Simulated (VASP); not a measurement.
## Al2O3: relaxation of cell and atoms with PBE

Crystal: Al2O3.

```
Al O
1.0
     2.40251    1.38709    4.37208
    -2.40251    1.38709    4.37208
     0.00000   -2.77418    4.37208
Al O
4 6
Direct
  0.14790 0.14790 0.14790
  0.35210 0.35210 0.35210
  0.64790 0.64790 0.64790
  0.85210 0.85210 0.85210
  0.94385 0.55615 0.25000
  0.44385 0.75000 0.05615
  0.55615 0.25000 0.94385
  0.25000 0.94385 0.55615
  0.75000 0.05615 0.44385
  0.05615 0.44385 0.75000
```

- Program: VASP 6.6.1
- Task: relaxation of cell and atoms
- Functional: PBE
- Potentials or basis: VASP PAW PBE potentials, release 64 (Al, O)
- Cutoff: 600 eV
- k mesh: 6 × 6 × 6
- Occupations: gaussian, width 0.02 eV
- Spin: no spin polarisation
- Dipole correction: no
- Further INCAR settings: ALGO = Normal; EDIFF = 1e-06; IBRION = 2; EDIFFG = -0.005; NSW = 100; ISIF = 3

The relaxed volume is 8.74 Å³/atom and the relaxed cell is a = 5.178 Å, b = 5.178 Å, c = 5.178 Å, α = 55.30°, β = 55.30°, γ = 55.30°. The space group after relaxing (to 0.1 Å) is R-3c (No. 167). The energy gained by relaxing is 0.0 meV/atom, the ionic steps are 2 and the pressure after relaxing is 0.0 GPa. The largest force after relaxing is 0.004 eV/Å. The band gap on the k mesh is 5.87 eV.

Forces in eV/Å, atoms in the order of the input:
```
Al   0.000  0.000 -0.004
Al   0.000  0.000  0.004
Al   0.000  0.000 -0.004
Al   0.000  0.000  0.004
O    0.003  0.000  0.000
O    0.001  0.002  0.000
O   -0.001 -0.002  0.000
O   -0.001  0.002  0.000
O    0.001 -0.002  0.000
O   -0.003  0.000  0.000
```

Final structure:
```
Al O
1.0
     2.40283    1.38727    4.37143
    -2.40283    1.38727    4.37143
     0.00000   -2.77455    4.37143
Al O
4 6
Cartesian
  0.0000 0.0000 1.9391
  0.0000 0.0000 4.6181
  0.0000 0.0000 8.4962
  0.0000 0.0000 11.1752
  0.9314 1.3873 7.6500
  -0.7357 1.5002 5.4643
  0.7357 -1.5002 7.6500
  -1.6671 0.1129 7.6500
  1.6671 -0.1129 5.4643
  -0.9314 -1.3873 5.4643
```

Levels at points of the mesh, in eV from the valence-band top:
```csv
k point,band 22,band 23,band 24,band 25,band 26,band 27
"(0.00, 0.00, 0.00)",-0.03,-0.03,0.00,5.87,8.92,10.39
"(0.50, 0.00, 0.00)",-0.86,-0.25,-0.25,9.16,9.16,9.37
"(0.50, 0.50, 0.00)",-0.87,-0.70,-0.23,9.38,9.50,9.63
"(0.50, 0.50, 0.50)",-0.35,-0.35,-0.35,8.37,8.37,10.86
```

Wall time 88 s on 1 thread of Intel(R) Xeon(R) 6975P-C (Granite Rapids) (shared host), peak memory 0.29 GiB.
